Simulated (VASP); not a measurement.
# AlP (F-43m) in VASP: notebook, part 2 of 4

VASP 6.6.1. Earlier steps stand in the parts before.

**3. Relaxation of cell and atoms, LDA, target pressure 4 GPa, at which the enthalpy is minimised**

INCAR

```
PREC = Accurate
ENCUT = 500
EDIFF = 1E-7
ISMEAR = 0
SIGMA = 0.01
LREAL = False
LASPH = True
NELM = 120
ALGO = Normal
ISIF = 3
LWAVE = False
LCHARG = False
IBRION = 2
NSW = 100
EDIFFG = -0.002
PSTRESS = 40.0
GGA_COMPAT = False
NELMIN = 4
```

KPOINTS

```
regular mesh
0
Gamma
  8 8 8
```

POSCAR

```
AlP
1.0
    0.0000000000      2.7169254661      2.7169254661
    2.7169254661      0.0000000000      2.7169254661
    2.7169254661      2.7169254661      0.0000000000
Al P
1 1
Direct
    0.0000000000      0.0000000000      0.0000000000
    0.7500000000      0.7500000000      0.7500000000
```

Potentials or basis: VASP PAW LDA potentials, release 64 (Al, P).

Command:

```sh
$ cat potpaw_LDA.64/Al/POTCAR potpaw_LDA.64/P/POTCAR > POTCAR
$ mpirun -np 1 vasp_std > vasp.out
```

OUTCAR:

```text
PREC = Accurate
   ENCUT = 500
   EDIFF = 1E-7
   ISMEAR = 0
   LREAL = False
   LASPH = True
   NELM = 120
   ISIF = 3
   IBRION = 2
   NSW = 100
   EDIFFG = -0.002
   PSTRESS = 40.0
   NELMIN = 4

 ion  position               nearest neighbor table
   1  0.000  0.000  0.000-   2 2.35   2 2.35   2 2.35   2 2.35
   2  0.750  0.750  0.750-   1 2.35   1 2.35   1 2.35   1 2.35

  LATTYP: Found a face centered cubic cell.
 ALAT       =     5.4338509322

  Lattice vectors:

 A1 = (   0.0000000000,   2.7169254661,   2.7169254661)
 A2 = (   2.7169254661,   0.0000000000,   2.7169254661)
 A3 = (   2.7169254661,   2.7169254661,   0.0000000000)

Analysis of symmetry for initial positions (statically):
=====================================================================
 Subroutine PRICEL returns:
 Original cell was already a primitive cell.

 Routine SETGRP: Setting up the symmetry group for a
 face centered cubic supercell.

 Subroutine GETGRP returns: Found 24 space group operations
 (whereof 24 operations were pure point group operations)
 out of a pool of 48 trial point group operations.

The static configuration has the point symmetry T_d .

Analysis of symmetry for dynamics (positions and initial velocities):
=====================================================================
 Subroutine PRICEL returns:
 Original cell was already a primitive cell.

 Routine SETGRP: Setting up the symmetry group for a
 face centered cubic supercell.

 Subroutine GETGRP returns: Found 24 space group operations
 (whereof 24 operations were pure point group operations)
 out of a pool of 48 trial point group operations.

The dynamic configuration has the point symmetry T_d .

 Subroutine INISYM returns: Found 24 space group operations
 (whereof 24 operations are pure point group operations),
 and found     1 'primitive' translations

----------------------------------------------------------------------------------------

                                     Primitive cell

  volume of cell :      40.1110

  direct lattice vectors                    reciprocal lattice vectors
     0.000000000  2.716925466  2.716925466    -0.184031548  0.184031548  0.184031548
     2.716925466  0.000000000  2.716925466     0.184031548 -0.184031548  0.184031548
     2.716925466  2.716925466  0.000000000     0.184031548  0.184031548 -0.184031548

  length of vectors
     3.842312842  3.842312842  3.842312842     0.318751992  0.318751992  0.318751992

  position of ions in fractional coordinates (direct lattice)
     0.000000000  0.000000000  0.000000000
     0.750000000  0.750000000  0.750000000

  ion indices of the primitive-cell ions
   primitive index   ion index
                 1           1
                 2           2

----------------------------------------------------------------------------------------

 KPOINTS: regular mesh

Automatic generation of k-mesh.
 Grid dimensions read from file:
 generate k-points for:    8    8    8

 Generating k-lattice:

  Cartesian coordinates                     Fractional coordinates (reciprocal lattice)
    -0.023003944  0.023003944  0.023003944     0.125000000  0.000000000  0.000000000
     0.023003944 -0.023003944  0.023003944     0.000000000  0.125000000  0.000000000
[... 44 lines left out ...]
   dimension x,y,z NGXF=    56 NGYF=   56 NGZF=   56
   ions per type =               1   1
   NGX,Y,Z   is equivalent  to a cutoff of  12.11, 12.11, 12.11 a.u.
   NGXF,Y,Z  is equivalent  to a cutoff of  24.23, 24.23, 24.23 a.u.
 SYSTEM =  unknown system
   PREC   = accura    normal or accurate (medium, high low for compatibility)
   ISTART =      0    job   : 0-new  1-cont  2-samecut
   ICHARG =      2    charge: 1-file 2-atom 10-const
   ISPIN  =      1    spin polarized calculation?
   LNONCOLLINEAR =      F non collinear calculations
   LSORBIT =      F    spin-orbit coupling
   LASPH  =      T    aspherical Exc in radial PAW
   ENCUT  =  500.0 eV  36.75 Ry    6.06 a.u.   7.01  7.01  7.01*2*pi/ulx,y,z
   NELM   =    120;   NELMIN=  4; NELMDL= -5     # of ELM steps
   EDIFF  = 0.1E-06   stopping-criterion for ELM
   LREAL  =      F    real-space projection
   EDIFFG = -.2E-02   stopping-criterion for IOM
   NSW    =    100    number of steps for IOM
   IBRION =      2    ionic relax: 0-MD 1-quasi-New 2-CG
   NFREE  =      1    steps in history (QN), initial steepest desc. (CG)
   ISIF   =      3    stress and relaxation
   ISYM   =      2    0-nonsym 1-usesym 2-fastsym
   POTIM  = 0.5000    time-step for ionic-motion
   TEBEG  =    0.0;   TEEND  =   0.0 temperature during run
   PSTRESS=   40.0 pullay stress
   NELECT =       8.0000    total number of electrons
   NUPDOWN=      -1.0000    fix difference up-down
   EMIN   =  10.00;   EMAX   =-10.00  energy-range for DOS
   EFERMI =   0.00;   METHOD = LEGACY
   ISMEAR =     0;   SIGMA  =   0.01  broadening in eV -4-tet -1-fermi 0-gaus
   EFERMI_NEDOS =   21; number of points for ismear=-14 and -15
   IALGO  =     38    algorithm
   IMIX   =      4    mixing-type and parameters
     AMIX     =   0.40;   BMIX     =  1.00
     AMIX_MAG =   1.60;   BMIX_MAG =  1.00
  volume/ion in A,a.u.               =      20.06       135.34
  Fermi-wavevector in a.u.,A,eV,Ry     =   0.956497  1.807518 12.447796  0.914887
  Thomas-Fermi vector in A             =   2.085431
   LORBIT       =      0    0 simple, 1 ext, 2 COOP (PROOUT), +10 PAW based schemes
   GGA     = CA    functional components
   LHFCALC =     F    Hartree Fock is set to
   AEXX    =    0.0000 exact exchange contribution
   IVDW    =     0    specifies the selected vdW correction
   LEPSILON=     F    determine dielectric tensor
   LRPA    =     F    only Hartree local field effects (RPA)
 conjugate gradient relaxation of ions
 non-spin polarized calculation
 Gauss-broadening in eV      SIGMA  =   0.01
  energy-cutoff  :      500.00
  volume of cell :       40.11
 maximum number of plane-waves:      1036
   NGX = 13   NGY = 13   NGZ = 13

--------------------------------------- Ionic step        1  -------------------------------------------

 number of electron       8.0000000 magnetization

 Free energy of the ion-electron system (eV)
  ---------------------------------------------------
  ext. energy  EPLUGINS =         0.00000000
  ---------------------------------------------------
  free energy    TOTEN  =       -11.41224737 eV

  energy without entropy =      -11.41224737  energy(sigma->0) =      -11.41224737

------------------------ aborting loop because EDIFF is reached ----------------------------------------

  FORCE on cell =-STRESS in cart. coord.  units (eV):
  Direction    XX          YY          ZZ          XY          YZ          ZX
  --------------------------------------------------------------------------------------
  -------------------------------------------------------------------------------------
  Total        0.0131988      0.0131988      0.0131988     -0.0000000      0.0000000      0.0000000
  in kB        0.5272080      0.5272080      0.5272080     -0.0000000      0.0000000      0.0000000
  external PRESSURE =     -39.4727920 kB  Pullay stress =      40.0000000 kB
[... 63 lines left out ...]
--------------------------------------- Ionic step        3  -------------------------------------------

 number of electron       7.9999999 magnetization

 Free energy of the ion-electron system (eV)
  ---------------------------------------------------
  ext. energy  EPLUGINS =         0.00000000
  ---------------------------------------------------
  free energy    TOTEN  =       -11.39307494 eV

  energy without entropy =      -11.39307494  energy(sigma->0) =      -11.39307494

 E-fermi :   5.0767     XC(G=0):  -9.6560

 val. band max:        4.9635700301   @ k =   0.0000   0.0000   0.0000
 cond. band min:       6.2964945969   @ k =   0.5000   0.5000   0.0000
 fundamental gap:      1.3329245668
 Fermi energy:         5.0767039011

 k-point     1 :       0.0000    0.0000    0.0000
  band No.  band energies     occupation
      1      -6.8620      2.00000
      2       4.9636      2.00000
      3       4.9636      2.00000
      4       4.9636      2.00000
      5       8.5514      0.00000
      6       9.5103      0.00000
      7       9.5103      0.00000
      8       9.5103      0.00000
[... 243 lines left out ...]
 k-point    24 :      -0.3750    0.2500    0.1250
  band No.  band energies     occupation
      1      -4.6841      2.00000
      2      -0.4636      2.00000
      3       2.2081      2.00000
      4       3.3732      2.00000
      5       8.8536      0.00000
      6       9.4705      0.00000
      7      11.9384      0.00000
      8      12.7630      0.00000

 [... further k-points ...]

------------------------ aborting loop because EDIFF is reached ----------------------------------------

  FORCE on cell =-STRESS in cart. coord.  units (eV):
  Direction    XX          YY          ZZ          XY          YZ          ZX
  --------------------------------------------------------------------------------------
  -------------------------------------------------------------------------------------
  Total        0.9582769      0.9582769      0.9582769      0.0000000      0.0000000     -0.0000000
  in kB       39.8390267     39.8390267     39.8390267      0.0000000      0.0000000     -0.0000000
  external PRESSURE =      -0.1609733 kB  Pullay stress =      40.0000000 kB
[... 21 lines left out ...]
  energy  without entropy=      -11.3930749363  energy(sigma->0) =      -11.39307494

  enthalpy is  TOTEN    =       -10.4309260074 eV   P V=        0.9621489289

 reached required accuracy - stopping structural energy minimisation
```

It took 28 s on 1 thread of Intel Xeon 8259CL, shared host; peak memory 0.14 GiB.

Results:

```
Free energy                                                : -11.3931 eV
Relaxed volume                                             : 19.27 Å³/atom
Relaxed cell                                               : a = 3.791 Å, b = 3.791 Å, c = 3.791 Å, α = 60.00°, β = 60.00°, γ = 60.00°
Space group after relaxing (to 0.1 Å)                      : F-43m (No. 216)
Energy change on relaxing (the run minimises the enthalpy) : +9.6 meV/atom
Ionic steps                                                : 3
Pressure after relaxing                                    : 4.0 GPa
Band gap on the k mesh                                     : 1.33 eV (least direct gap 3.57 eV)
```

Step by step:
```tsv
step	energy change (eV)	largest force (eV/Å)	pressure (GPa)	volume (Å³)
1	0.0000	0.0000	0.05	40.11
2	0.0634	0.0000	7.65	37.31
3	0.0192	0.0000	3.98	38.54
```

Final structure:
```cif
data_structure
_symmetry_space_group_name_H-M 'P 1'
_symmetry_Int_Tables_number 1
_cell_length_a 3.7914
_cell_length_b 3.7914
_cell_length_c 3.7914
_cell_angle_alpha 60.000
_cell_angle_beta 60.000
_cell_angle_gamma 60.000
_cell_volume 38.54
loop_
_atom_site_label
_atom_site_type_symbol
_atom_site_fract_x
_atom_site_fract_y
_atom_site_fract_z
_atom_site_occupancy
Al1 Al 0.00000 0.00000 0.00000 1
P1 P 0.75000 0.75000 0.75000 1
```

Caveat: the cell is relaxed towards a set pressure, so the run minimises the enthalpy, not the energy.

**4. Relaxation of cell and atoms, LDA, target pressure 7 GPa, at which the enthalpy is minimised**

INCAR

```
SYSTEM = AlP
  ALGO = Normal
  EDIFF = 1E-7
  EDIFFG = -0.002
  ENCUT = 500
  GGA = CA
  GGA_COMPAT = .FALSE.
  IBRION = 2
  ISIF = 3
  ISMEAR = 0
  LASPH = .TRUE.
  LCHARG = .FALSE.
  LREAL = .FALSE.
  LWAVE = .FALSE.
  NELM = 120
  NELMIN = 4
  NSW = 100
  PREC = Accurate
  PSTRESS = 70.0
  SIGMA = 0.01
```

KPOINTS

```
k-points
0
G
  8 8 8
  0 0 0
```

POSCAR is that of step 3.

Potentials or basis: VASP PAW LDA potentials, release 64 (Al, P).

Command:

```sh
$ cat potpaw_LDA.64/Al/POTCAR potpaw_LDA.64/P/POTCAR > POTCAR
$ mpirun -np 1 vasp_std > vasp.out
```

OUTCAR:

```text
SYSTEM = AlP
   EDIFF = 1E-7
   EDIFFG = -0.002
   ENCUT = 500
   GGA = CA
   IBRION = 2
   ISIF = 3
   ISMEAR = 0
   LASPH = .TRUE.
   LREAL = .FALSE.
   NELM = 120
   NELMIN = 4
   NSW = 100
   PREC = Accurate
   PSTRESS = 70.0

 ion  position               nearest neighbor table
   1  0.000  0.000  0.000-   2 2.35   2 2.35   2 2.35   2 2.35
   2  0.750  0.750  0.750-   1 2.35   1 2.35   1 2.35   1 2.35

  LATTYP: Found a face centered cubic cell.
 ALAT       =     5.4338509322

  Lattice vectors:

 A1 = (   0.0000000000,   2.7169254661,   2.7169254661)
 A2 = (   2.7169254661,   0.0000000000,   2.7169254661)
 A3 = (   2.7169254661,   2.7169254661,   0.0000000000)

Analysis of symmetry for initial positions (statically):
=====================================================================
 Subroutine PRICEL returns:
 Original cell was already a primitive cell.

 Routine SETGRP: Setting up the symmetry group for a
 face centered cubic supercell.

 Subroutine GETGRP returns: Found 24 space group operations
 (whereof 24 operations were pure point group operations)
 out of a pool of 48 trial point group operations.

The static configuration has the point symmetry T_d .

Analysis of symmetry for dynamics (positions and initial velocities):
=====================================================================
 Subroutine PRICEL returns:
 Original cell was already a primitive cell.

 Routine SETGRP: Setting up the symmetry group for a
 face centered cubic supercell.

 Subroutine GETGRP returns: Found 24 space group operations
 (whereof 24 operations were pure point group operations)
 out of a pool of 48 trial point group operations.

The dynamic configuration has the point symmetry T_d .

 Subroutine INISYM returns: Found 24 space group operations
 (whereof 24 operations are pure point group operations),
 and found     1 'primitive' translations

----------------------------------------------------------------------------------------
[... 117 lines left out ...]
   LORBIT       =      0    0 simple, 1 ext, 2 COOP (PROOUT), +10 PAW based schemes
   GGA     = CA    functional components
   LHFCALC =     F    Hartree Fock is set to
   AEXX    =    0.0000 exact exchange contribution
   IVDW    =     0    specifies the selected vdW correction
   LEPSILON=     F    determine dielectric tensor
   LRPA    =     F    only Hartree local field effects (RPA)
 conjugate gradient relaxation of ions
 non-spin polarized calculation
 Gauss-broadening in eV      SIGMA  =   0.01
  energy-cutoff  :      500.00
  volume of cell :       40.11
 maximum number of plane-waves:      1036
   NGX = 13   NGY = 13   NGZ = 13

--------------------------------------- Ionic step        1  -------------------------------------------

 number of electron       8.0000000 magnetization

 Free energy of the ion-electron system (eV)
  ---------------------------------------------------
  ext. energy  EPLUGINS =         0.00000000
  ---------------------------------------------------
  free energy    TOTEN  =       -11.41224737 eV

  energy without entropy =      -11.41224737  energy(sigma->0) =      -11.41224737

------------------------ aborting loop because EDIFF is reached ----------------------------------------

  FORCE on cell =-STRESS in cart. coord.  units (eV):
  Direction    XX          YY          ZZ          XY          YZ          ZX
  --------------------------------------------------------------------------------------
  -------------------------------------------------------------------------------------
  Total        0.0131988      0.0131988      0.0131988     -0.0000000      0.0000000      0.0000000
  in kB        0.5272080      0.5272080      0.5272080     -0.0000000      0.0000000      0.0000000
  external PRESSURE =     -69.4727920 kB  Pullay stress =      70.0000000 kB
[... 25 lines left out ...]
--------------------------------------- Ionic step        2  -------------------------------------------

 number of electron       8.0000001 magnetization

 E-fermi :   5.9091     XC(G=0): -10.0001

 val. band max:        5.8572038161   @ k =   0.0000   0.0000   0.0000
 cond. band min:       6.9887043652   @ k =   0.5000   0.5000   0.0000
 fundamental gap:      1.1315005491
 Fermi energy:         5.9091360208

 k-point     1 :       0.0000    0.0000    0.0000
  band No.  band energies     occupation
      1      -6.5282      2.00000
      2       5.8572      2.00000
      3       5.8572      2.00000
      4       5.8572      2.00000
      5      10.2303      0.00000
      6      10.5195      0.00000
      7      10.5195      0.00000
      8      10.5195      0.00000
[... 404 lines left out ...]
--------------------------------------- Ionic step        6  -------------------------------------------

 number of electron       8.0000000 magnetization

 Free energy of the ion-electron system (eV)
  ---------------------------------------------------
  ext. energy  EPLUGINS =         0.00000000
  ---------------------------------------------------
  free energy    TOTEN  =       -11.35816446 eV

  energy without entropy =      -11.35816446  energy(sigma->0) =      -11.35816446

 E-fermi :   5.3031     XC(G=0):  -9.7597

 val. band max:        5.2277502148   @ k =   0.0000   0.0000   0.0000
 cond. band min:       6.5025961291   @ k =   0.5000   0.5000   0.0000
 fundamental gap:      1.2748459143
 Fermi energy:         5.3030991181

 k-point     1 :       0.0000    0.0000    0.0000
  band No.  band energies     occupation
      1      -6.7631      2.00000
      2       5.2277      2.00000
      3       5.2277      2.00000
      4       5.2278      2.00000
      5       9.0519      0.00000
      6       9.8103      0.00000
      7       9.8103      0.00000
      8       9.8103      0.00000
[... 286 lines left out ...]
  energy  without entropy=      -11.3581644589  energy(sigma->0) =      -11.35816446

  enthalpy is  TOTEN    =        -9.7191713677 eV   P V=        1.6389930912

 reached required accuracy - stopping structural energy minimisation
```

OSZICAR:

```text
N       E                     dE             d eps       ncg     rms          rms(c)
DAV:   1     0.983971902578E+01    0.98397E+01   -0.32695E+03   480   0.752E+02
DAV:   2    -0.112920893752E+02   -0.21132E+02   -0.20377E+02   600   0.891E+01
DAV:   3    -0.118469153463E+02   -0.55483E+00   -0.55483E+00   568   0.188E+01
DAV:   4    -0.118499185347E+02   -0.30032E-02   -0.30032E-02   792   0.153E+00
[... 44 lines left out ...]
       N       E                     dE             d eps       ncg     rms          rms(c)
DAV:   1    -0.113581683374E+02    0.90935E-03   -0.96836E-05   512   0.598E-02    0.114E-02
DAV:   2    -0.113581651506E+02    0.31868E-05   -0.79277E-06   528   0.159E-02    0.648E-03
DAV:   3    -0.113581645004E+02    0.65017E-06   -0.23564E-06   560   0.806E-03    0.155E-03
DAV:   4    -0.113581644589E+02    0.41552E-07   -0.51621E-08   248   0.172E-03
   6 F= -.97191714E+01 E0= -.97191714E+01  d E =-.659368E-05
```

CONTCAR:

```text
AlP
   1.00000000000000
    -0.0000000000000000    2.6569694233532362    2.6569694233532362
     2.6569694233532362    0.0000000000000000    2.6569694233532362
     2.6569694233532362    2.6569694233532362    0.0000000000000000
  Al              P
     1     1
Direct
     0.0000000000000000    1.0000000000000000    0.0000000000000000
     0.7500000000000000    0.7500000000000000    0.7500000000000000

  0.00000000E+00  0.00000000E+00  0.00000000E+00
  0.00000000E+00  0.00000000E+00  0.00000000E+00
```

Wall time 42 s (1 thread of Intel Xeon 8259CL, shared host); peak memory 0.14 GiB.

Results:

```
Free energy                                                : -11.3582 eV
Relaxed volume                                             : 18.76 Å³/atom
Relaxed cell                                               : a = 3.758 Å, b = 3.758 Å, c = 3.758 Å, α = 60.00°, β = 60.00°, γ = 60.00°
Space group after relaxing (to 0.1 Å)                      : F-43m (No. 216)
Energy change on relaxing (the run minimises the enthalpy) : +27.0 meV/atom
Ionic steps                                                : 6
Pressure after relaxing                                    : 7.0 GPa
Band gap on the k mesh                                     : 1.27 eV (least direct gap 3.57 eV)
```

The path:
| step | energy change (eV) | largest force (eV/Å) | pressure (GPa) | volume (Å³) |
| --- | --- | --- | --- | --- |
| 1 | 0.0000 | 0.0000 | 0.05 | 40.11 |
| 2 | 0.2064 | 0.0000 | 15.16 | 35.27 |
| 3 | 0.0530 | 0.0000 | 6.92 | 37.54 |
| 4 | 0.0552 | 0.0000 | 7.08 | 37.49 |
| 5 | 0.0532 | 0.0000 | 6.93 | 37.53 |
| 6 | 0.0541 | 0.0000 | 7.00 | 37.51 |

Final structure:
```xyz
2
Lattice="0.0000 2.6570 2.6570 2.6570 0.0000 2.6570 2.6570 2.6570 0.0000" Properties=species:S:1:pos:R:3 pbc="T T T"
Al    2.6570    0.0000    2.6570
P     3.9855    3.9855    3.9855
```

Levels at points of the mesh, in eV from the valence-band top:
| k point | band 2 | band 3 | band 4 | band 5 | band 6 | band 7 |
| --- | --- | --- | --- | --- | --- | --- |
| (0.00, 0.00, 0.00) | 0.00 | 0.00 | 0.00 | 3.82 | 4.58 | 4.58 |
| (0.50, 0.00, 0.00) | -5.96 | -0.82 | -0.82 | 2.98 | 4.75 | 4.75 |
| (0.50, 0.50, 0.00) | -5.64 | -2.29 | -2.29 | 1.27 | 2.30 | 11.58 |

Caveat: the cell is relaxed towards a set pressure, so the run minimises the enthalpy, not the energy.

(Continued in part 3 of 4.)
